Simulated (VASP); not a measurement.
## Os: single point with LDA+U

Os:

```
Os
1.0
     2.73060    0.00000    0.00000
    -1.36530    2.36477    0.00000
     0.00000    0.00000    4.42357
Os
2
Direct
  0.33333 0.66667 0.25000
  0.66667 0.33333 0.75000
```

- Program: VASP 6.6.1
- Task: single point
- Functional: LDA
- Potentials or basis: VASP PAW LDA potentials, release 64 (Os)
- Cutoff: 520 eV
- k mesh: 13 × 13 × 7
- Occupations: fermi-dirac, width 0.05 eV
- Spin: no spin polarisation
- Hubbard terms: Os d U = 1.0 eV

* Pressure: -19.2 GPa
* Band gap on the k mesh: zero (bands 8 and 9 overlap by 3.70 eV)

Stress tensor (GPa, compression positive):
```
-13.76   0.00   0.00
  0.00 -13.76   0.00
  0.00   0.00 -30.10
```

Levels at points of the mesh, in eV from the Fermi level:
```tsv
k point	band 4	band 5	band 6	band 7	band 8	band 9	band 10	band 11	band 12	band 13
(0.00, 0.00, 0.00)	-2.99	-2.99	-2.25	-2.25	-1.36	-1.36	-0.07	1.59	1.59	8.53
```

Eigenvalues of the final occupation matrices:
```csv
site,spin,trace,eigenvalues
site 1 d,1,3.17,0.62 0.63 0.63 0.64 0.64
site 1 d,2,3.17,0.62 0.63 0.63 0.64 0.64
site 2 d,1,3.17,0.62 0.63 0.63 0.64 0.64
site 2 d,2,3.17,0.62 0.63 0.63 0.64 0.64
```

Wall time 13 s on 1 thread of Intel(R) Xeon(R) 6975P-C (Granite Rapids), on a shared host, peak memory 0.14 GiB.

Caveat: the cell stands under tension; spin-orbit coupling is left out, which moves the levels of the heavy elements; U without spin polarisation on a metal has little footing; the U is typed as a test and isn't derived for this compound.
